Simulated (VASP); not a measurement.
Write the native input for VASP 6.6.1 that does the following.

- Task: single point
- Functional: PBE
- Potentials or basis: VASP PAW PBE potentials, release 64 (Hg)
- Cutoff: 520 eV
- k mesh: 10 × 10 × 11
- Occupations: fermi-dirac, width 0.08 eV
- Spin: no spin polarisation
- Dipole correction: no
- k mesh for the DOS: 15 × 15 × 17
- Occupations for the DOS: tetrahedron
- Further INCAR settings: ALGO = Normal; EDIFF = 1e-07; NBANDS = 25

The system is Hg.

```
CELL_PARAMETERS angstrom
4.54000 0.00000 0.00000
-2.27000 3.93176 0.00000
0.00000 0.00000 3.87000
ATOMIC_POSITIONS crystal
Hg 0.33333 0.66667 0.50000
Hg 0.00000 0.00000 0.00000
Hg 0.66667 0.33333 0.50000
```

The input as run:

POSCAR

```
Hg
1.0
    4.5400020208      0.0000000000      0.0000000000
   -2.2700010104      3.9317570832      0.0000000000
    0.0000000000      0.0000000000      3.8700000000
Hg
3
Direct
    0.3333333333      0.6666666667      0.5000000000
    0.0000000000      0.0000000000      0.0000000000
    0.6666666667      0.3333333333      0.5000000000
```

INCAR.step1

```
  PREC = Accurate
  ENCUT = 520
  EDIFF = 1E-7
  ISMEAR = -1
  SIGMA = 0.08
  LREAL = F
  LASPH = T
  NELM = 60
  ALGO = Normal
  ISIF = 2
  LWAVE = F
  LCHARG = T
  GGA = PE
  NBANDS = 25
```

KPOINTS.step1

```
regular mesh
0
Gamma
  10 10 11
```

INCAR.step2

```
  PREC = Accurate
  ENCUT = 520
  EDIFF = 1E-7
  ISMEAR = -5
  SIGMA = 0.08
  LREAL = F
  LASPH = T
  NELM = 60
  ALGO = Normal
  ISIF = 2
  LWAVE = F
  LCHARG = F
  GGA = PE
  LORBIT = 10
  NBANDS = 25
  NEDOS = 2001
  ICHARG = 11
```

KPOINTS.step2

```
regular mesh
0
Gamma
  15 15 17
```

Potentials or basis: VASP PAW PBE potentials, release 64 (Hg).

The run is started by

```console
$ cat potpaw_PBE.64/Hg/POTCAR > POTCAR
$ cp INCAR.step1 INCAR
$ cp KPOINTS.step1 KPOINTS
$ mpirun -np 1 vasp_std > vasp.out
$ cp INCAR.step2 INCAR
$ cp KPOINTS.step2 KPOINTS
$ mpirun -np 1 vasp_std > vasp.out
```

Results of the run:

- Valence electrons inside the program's atomic spheres: Hg 10.62, 10.46 (each value once)

Wall time 3.6 min on 1 thread of Intel(R) Xeon(R) Platinum 8488C (Sapphire Rapids), on a shared host, peak memory 0.41 GiB.
